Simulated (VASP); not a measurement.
# BaTiO3 (Pm-3m) in VASP: a series of runs

The runs below take BaTiO3 through single point, with PBE.

All numbers are computed with VASP 6.6.1; they aren't measurements. Logs are shortened: lines on timing, memory, paths and dates and some standing lists are left out, and cuts for length are marked.

### 1 The cell of the first run

Symmetry: Pm-3m, No. 221, cubic system. Conventional cell: a = 3.937 Å, b = 3.937 Å, c = 3.937 Å, α = 90.00°, β = 90.00°, γ = 90.00°. Ba (site symmetry m-3m) has 12 O at 2.78 Å and 8 Ti at 3.41 Å within 3.7 Å. Within 2.6 Å of Ti (site symmetry m-3m) lie 6 O at 1.97 Å. Within 2.6 Å of O (site symmetry 4/mmm) lie 2 Ti at 1.97 Å.

### 2 Single point, PBE (volume scaled by 0.94)

Input file INCAR:

```
SYSTEM = BaTiO3
PREC     = Accurate       ! precision mode
ENCUT    = 520            ! plane-wave cutoff, eV
EDIFF    = 1E-6           ! SCF threshold, eV
ISMEAR   = 0              ! smearing method
SIGMA    = 0.02           ! smearing width, eV
LREAL    = .False.        ! projectors in reciprocal space
LASPH    = .True.         ! aspherical terms in the spheres
NELM     = 80             ! most SCF steps
ALGO     = Normal         ! electronic algorithm
ISIF     = 2              ! what is computed and relaxed
LWAVE    = .False.        ! write WAVECAR
LCHARG   = .False.        ! write CHGCAR
GGA      = PE             ! functional
NBANDS   = 28             ! bands
```

Input file KPOINTS:

```
Automatic mesh
0
Gamma
  8 8 8
  0 0 0
```

Input file POSCAR:

```
BaTiO3
1.0
    3.9371996789      0.0000000000      0.0000000000
    0.0000000000      3.9371996789      0.0000000000
    0.0000000000      0.0000000000      3.9371996789
Ba Ti O
1 1 3
Direct
    0.5000000000      0.5000000000      0.5000000000
    0.0000000000      0.0000000000      0.0000000000
    0.5000000000      0.0000000000      0.0000000000
    0.0000000000      0.5000000000      0.0000000000
    0.0000000000      0.0000000000      0.5000000000
```

Potentials or basis: VASP PAW PBE potentials, release 64 (Ba_sv, Ti_sv, O).

Run with:

```bash
$ cat potpaw_PBE.64/Ba_sv/POTCAR potpaw_PBE.64/Ti_sv/POTCAR potpaw_PBE.64/O/POTCAR > POTCAR
$ mpirun -np 1 vasp_std > vasp.out
```

OUTCAR:

```text
SYSTEM = BaTiO3
   PREC = Accurate
   ENCUT = 520
   EDIFF = 1E-6
   ISMEAR = 0
   LREAL = .False.
   LASPH = .True.
   NELM = 80
   ISIF = 2
   GGA = PE

 ion  position               nearest neighbor table
   1  0.500  0.500  0.500-   3 2.78   4 2.78   5 2.78   3 2.78   4 2.78   3 2.78   5 2.78   3 2.78
                             4 2.78   5 2.78   4 2.78   5 2.78   2 3.41   2 3.41   2 3.41   2 3.41
   2  0.000  0.000  0.000-   3 1.97   4 1.97   5 1.97   5 1.97   4 1.97   3 1.97   1 3.41   1 3.41
                             1 3.41   1 3.41   1 3.41   1 3.41   1 3.41   1 3.41
   3  0.500  0.000  0.000-   2 1.97   2 1.97   1 2.78   1 2.78   1 2.78   1 2.78
   4  0.000  0.500  0.000-   2 1.97   2 1.97   1 2.78   1 2.78   1 2.78   1 2.78
   5  0.000  0.000  0.500-   2 1.97   2 1.97   1 2.78   1 2.78   1 2.78   1 2.78

  LATTYP: Found a simple cubic cell.
 ALAT       =     3.9371996789

  Lattice vectors:

 A1 = (   3.9371996789,   0.0000000000,   0.0000000000)
 A2 = (   0.0000000000,   3.9371996789,   0.0000000000)
 A3 = (   0.0000000000,   0.0000000000,   3.9371996789)

Analysis of symmetry for initial positions (statically):
=====================================================================
 Subroutine PRICEL returns:
 Original cell was already a primitive cell.

 Routine SETGRP: Setting up the symmetry group for a
 simple cubic supercell.

 Subroutine GETGRP returns: Found 48 space group operations
 (whereof 48 operations were pure point group operations)
 out of a pool of 48 trial point group operations.

The static configuration has the point symmetry O_h .

Analysis of symmetry for dynamics (positions and initial velocities):
=====================================================================
 Subroutine PRICEL returns:
 Original cell was already a primitive cell.

 Routine SETGRP: Setting up the symmetry group for a
 simple cubic supercell.

 Subroutine GETGRP returns: Found 48 space group operations
 (whereof 48 operations were pure point group operations)
 out of a pool of 48 trial point group operations.

The dynamic configuration has the point symmetry O_h .

 Subroutine INISYM returns: Found 48 space group operations
 (whereof 48 operations are pure point group operations),
 and found     1 'primitive' translations

----------------------------------------------------------------------------------------

                                     Primitive cell

  volume of cell :      61.0327

  direct lattice vectors                    reciprocal lattice vectors
     3.937199679  0.000000000  0.000000000     0.253987626  0.000000000  0.000000000
     0.000000000  3.937199679  0.000000000     0.000000000  0.253987626  0.000000000
     0.000000000  0.000000000  3.937199679     0.000000000  0.000000000  0.253987626

  length of vectors
     3.937199679  3.937199679  3.937199679     0.253987626  0.253987626  0.253987626

  position of ions in fractional coordinates (direct lattice)
     0.500000000  0.500000000  0.500000000
     0.000000000  0.000000000  0.000000000
     0.500000000  0.000000000  0.000000000
     0.000000000  0.500000000  0.000000000
     0.000000000  0.000000000  0.500000000

  ion indices of the primitive-cell ions
   primitive index   ion index
                 1           1
                 2           2
                 3           3
                 4           4
                 5           5

----------------------------------------------------------------------------------------

 KPOINTS: Automatic mesh

Automatic generation of k-mesh.
 Grid dimensions read from file:
 generate k-points for:    8    8    8

 Generating k-lattice:

  Cartesian coordinates                     Fractional coordinates (reciprocal lattice)
     0.031748453  0.000000000  0.000000000     0.125000000  0.000000000  0.000000000
     0.000000000  0.031748453  0.000000000     0.000000000  0.125000000  0.000000000
     0.000000000  0.000000000  0.031748453     0.000000000  0.000000000  0.125000000

  Length of vectors
     0.031748453  0.031748453  0.031748453

  Shift w.r.t. Gamma in fractional coordinates (k-lattice)
     0.000000000  0.000000000  0.000000000

 Subroutine IBZKPT returns following result:
 ===========================================

 Found     35 irreducible k-points:

 Following reciprocal coordinates:
            Coordinates               Weight
  0.000000  0.000000  0.000000      1.000000
  0.125000  0.000000  0.000000      6.000000
  0.250000  0.000000  0.000000      6.000000
  0.375000  0.000000  0.000000      6.000000
  0.500000  0.000000  0.000000      3.000000
  0.125000  0.125000  0.000000     12.000000
[... 16 lines left out ...]
  0.375000  0.375000  0.125000     24.000000
  0.500000  0.375000  0.125000     24.000000
 [... further k-points ...]
   k-points           NKPTS =     35   k-points in BZ     NKDIM =     35   number of bands    NBANDS=     28
   number of dos      NEDOS =    301   number of ions     NIONS =      5
   total plane-waves  NPLWV =  27000
   dimension x,y,z NGX =    30 NGY =   30 NGZ =   30
   dimension x,y,z NGXF=    60 NGYF=   60 NGZF=   60
   ions per type =               1   1   3
   NGX,Y,Z   is equivalent  to a cutoff of  12.67, 12.67, 12.67 a.u.
   NGXF,Y,Z  is equivalent  to a cutoff of  25.33, 25.33, 25.33 a.u.
 SYSTEM =  BaTiO3
   PREC   = accura    normal or accurate (medium, high low for compatibility)
   ISTART =      0    job   : 0-new  1-cont  2-samecut
   ICHARG =      2    charge: 1-file 2-atom 10-const
   ISPIN  =      1    spin polarized calculation?
   LNONCOLLINEAR =      F non collinear calculations
   LSORBIT =      F    spin-orbit coupling
   LASPH  =      T    aspherical Exc in radial PAW
   ENCUT  =  520.0 eV  38.22 Ry    6.18 a.u.   7.32  7.32  7.32*2*pi/ulx,y,z
   NELM   =     80;   NELMIN=  2; NELMDL= -5     # of ELM steps
   EDIFF  = 0.1E-05   stopping-criterion for ELM
   LREAL  =      F    real-space projection
   EDIFFG = 0.1E-04   stopping-criterion for IOM
   NSW    =      0    number of steps for IOM
   IBRION =     -1    ionic relax: 0-MD 1-quasi-New 2-CG
   NFREE  =      0    steps in history (QN), initial steepest desc. (CG)
   ISIF   =      2    stress and relaxation
   ISYM   =      2    0-nonsym 1-usesym 2-fastsym
   POTIM  = 0.5000    time-step for ionic-motion
   TEBEG  =    0.0;   TEEND  =   0.0 temperature during run
   PSTRESS=    0.0 pullay stress
   NELECT =      40.0000    total number of electrons
   NUPDOWN=      -1.0000    fix difference up-down
   EMIN   =  10.00;   EMAX   =-10.00  energy-range for DOS
   EFERMI =   0.00;   METHOD = LEGACY
   ISMEAR =     0;   SIGMA  =   0.02  broadening in eV -4-tet -1-fermi 0-gaus
   EFERMI_NEDOS =   21; number of points for ismear=-14 and -15
   IALGO  =     38    algorithm
   IMIX   =      4    mixing-type and parameters
     AMIX     =   0.40;   BMIX     =  1.00
     AMIX_MAG =   1.60;   BMIX_MAG =  1.00
  volume/ion in A,a.u.               =      12.21        82.37
  Fermi-wavevector in a.u.,A,eV,Ry     =   1.422026  2.687239 27.513110  2.022157
  Thomas-Fermi vector in A             =   2.542773
   LORBIT       =      0    0 simple, 1 ext, 2 COOP (PROOUT), +10 PAW based schemes
   GGA     = PE    functional components
   LHFCALC =     F    Hartree Fock is set to
   AEXX    =    0.0000 exact exchange contribution
   IVDW    =     0    specifies the selected vdW correction
   LEPSILON=     F    determine dielectric tensor
   LRPA    =     F    only Hartree local field effects (RPA)
 non-spin polarized calculation
 Gauss-broadening in eV      SIGMA  =   0.02
  energy-cutoff  :      520.00
  volume of cell :       61.03
 maximum number of plane-waves:      1671
 NGX is ok and might be reduce to    30
   NGX = 15   NGY = 15   NGZ = 15

 number of electron      39.9999989 magnetization

 Free energy of the ion-electron system (eV)
  ---------------------------------------------------
  ext. energy  EPLUGINS =         0.00000000
  ---------------------------------------------------
  free energy    TOTEN  =       -39.79764028 eV

  energy without entropy =      -39.79764028  energy(sigma->0) =      -39.79764028

 E-fermi :   4.4316     XC(G=0): -11.5226

 val. band max:        4.2244391518   @ k =   0.5000   0.5000   0.5000
 cond. band min:       6.0658974020   @ k =   0.0000   0.0000   0.0000
 fundamental gap:      1.8414582502
 Fermi energy:         4.4316079539

 k-point     1 :       0.0000    0.0000    0.0000
  band No.  band energies     occupation
      1     -52.2029      2.00000
      2     -28.4428      2.00000
      3     -28.4428      2.00000
      4     -28.4428      2.00000
      5     -20.4854      2.00000
      6     -12.7775      2.00000
[... 20 lines left out ...]
     27       9.3309      0.00000
     28      12.1693      0.00000

 k-point     2 :       0.1250    0.0000    0.0000
  band No.  band energies     occupation
      1     -52.2027      2.00000
      2     -28.4528      2.00000
      3     -28.4424      2.00000
      4     -28.4424      2.00000
      5     -20.4631      2.00000
      6     -12.7947      2.00000
[... 20 lines left out ...]
     27       9.6611      0.00000
     28      12.5539      0.00000

 k-point     3 :       0.2500    0.0000    0.0000
  band No.  band energies     occupation
      1     -52.2022      2.00000
      2     -28.4767      2.00000
      3     -28.4415      2.00000
      4     -28.4415      2.00000
      5     -20.4082      2.00000
      6     -12.8960      2.00000
[... 20 lines left out ...]
     27      10.5346      0.00000
     28      12.8340      0.00000

 k-point     4 :       0.3750    0.0000    0.0000
  band No.  band energies     occupation
      1     -52.2017      2.00000
      2     -28.5003      2.00000
      3     -28.4405      2.00000
      4     -28.4405      2.00000
      5     -20.3519      2.00000
      6     -13.0411      2.00000
[... 578 lines left out ...]
     27      12.8711      0.00000
     28      13.0681      0.00000

 k-point    23 :       0.3750    0.3750    0.1250
  band No.  band energies     occupation
      1     -52.2004      2.00000
      2     -28.4963      2.00000
      3     -28.4958      2.00000
      4     -28.4479      2.00000
      5     -20.2499      2.00000
      6     -12.5485      2.00000
[... 20 lines left out ...]
     27      12.8018      0.00000
     28      13.4391      0.00000

 k-point    24 :       0.5000    0.3750    0.1250
  band No.  band energies     occupation
      1     -52.2002      2.00000
      2     -28.5055      2.00000
      3     -28.4954      2.00000
      4     -28.4475      2.00000
      5     -20.2346      2.00000
      6     -12.4915      2.00000
[... 20 lines left out ...]
     27      12.6902      0.00000
     28      13.5730      0.00000

 [... further k-points ...]
[... 5 lines left out ...]
  --------------------------------------------------------------------------------------
  -------------------------------------------------------------------------------------
  Total        5.2397122      5.2397122      5.2397122     -0.0000000      0.0000000     -0.0000000
  in kB      137.5484483    137.5484483    137.5484483     -0.0000000      0.0000000     -0.0000000
  external PRESSURE =     137.5484483 kB  Pullay stress =       0.0000000 kB

 VOLUME and BASIS-vectors are now :
 -----------------------------------------------------------------------------
  energy-cutoff  :      520.00
  volume of cell :       61.03
      direct lattice vectors                 reciprocal lattice vectors
     3.937199679  0.000000000  0.000000000     0.253987626  0.000000000  0.000000000
     0.000000000  3.937199679  0.000000000     0.000000000  0.253987626  0.000000000
     0.000000000  0.000000000  3.937199679     0.000000000  0.000000000  0.253987626

 POSITION                                       TOTAL-FORCE (eV/Angst)
 -----------------------------------------------------------------------------------
      1.96860      1.96860      1.96860         0.000000      0.000000      0.000000
      0.00000      0.00000      0.00000         0.000000      0.000000      0.000000
      1.96860      0.00000      0.00000         0.000000      0.000000      0.000000
      0.00000      1.96860      0.00000         0.000000      0.000000      0.000000
      0.00000      0.00000      1.96860         0.000000      0.000000      0.000000
 -----------------------------------------------------------------------------------
    total drift:                                0.000000     -0.000000      0.000000

  FREE ENERGIE OF THE ION-ELECTRON SYSTEM (eV)
  ---------------------------------------------------
  free  energy   TOTEN  =       -39.7976402834 eV

  energy  without entropy=      -39.7976402834  energy(sigma->0) =      -39.79764028
```

Wall time 53 s (1 thread of Intel Xeon 6975P-C, shared host); peak memory 0.21 GiB.

Results:

| Property | Result |
| --- | --- |
| Free energy | -39.7976 eV |
| Pressure | 13.8 GPa |
| Band gap on the k mesh | 1.84 eV, indirect (least direct gap 1.94 eV) |

Caveat: spin-orbit coupling is left out, which moves the levels of the heavy elements. A k mesh can miss the band edges.

### 3 Single point, PBE (volume scaled by 0.97)

Input file INCAR:

```
SYSTEM = BaTiO3
ALGO = Normal
EDIFF = 1E-6
ENCUT = 520
GGA = PE
ISIF = 2
ISMEAR = 0
LASPH = .TRUE.
LCHARG = .TRUE.
LELF = .TRUE.
LREAL = .FALSE.
LVHAR = .TRUE.
LWAVE = .FALSE.
NBANDS = 28
NELM = 80
PREC = Accurate
SIGMA = 0.02
```

Input file KPOINTS:

```
k-points
0
G
  8 8 8
  0 0 0
```

POSCAR, as its differences from that of step 2:

```diff
@@ -2,5 +2,5 @@
 1.0
-    3.9371996789      0.0000000000      0.0000000000
-    0.0000000000      3.9371996789      0.0000000000
-    0.0000000000      0.0000000000      3.9371996789
+    3.9786469319      0.0000000000      0.0000000000
+    0.0000000000      3.9786469319      0.0000000000
+    0.0000000000      0.0000000000      3.9786469319
 Ba Ti O
```

Potentials or basis: VASP PAW PBE potentials, release 64 (Ba_sv, Ti_sv, O).

Run with:

```bash
$ cat potpaw_PBE.64/Ba_sv/POTCAR potpaw_PBE.64/Ti_sv/POTCAR potpaw_PBE.64/O/POTCAR > POTCAR
$ mpirun -np 1 vasp_std > vasp.out
```

Wall time 53 s (1 thread of Intel Xeon 6975P-C, shared host); peak memory 0.21 GiB.

It converged, with:

* Free energy: -39.9262 eV
* Pressure: 7.2 GPa
* Band gap on the k mesh: 1.78 eV, indirect (least direct gap 1.91 eV)

Levels at points of the mesh, in eV from the valence-band top:
```
           k point  band 18  band 19  band 20  band 21  band 22  band 23
(0.00, 0.00, 0.00)    -0.13    -0.13    -0.13     1.78     1.78     1.78
(0.50, 0.00, 0.00)    -1.85    -0.71    -0.71     1.95     3.58     3.58
(0.50, 0.50, 0.00)    -0.86    -0.86    -0.09     3.59     3.59     4.01
(0.50, 0.50, 0.50)     0.00     0.00     0.00     4.27     4.27     4.27
```

Caveat: spin-orbit coupling is left out, which moves the levels of the heavy elements.
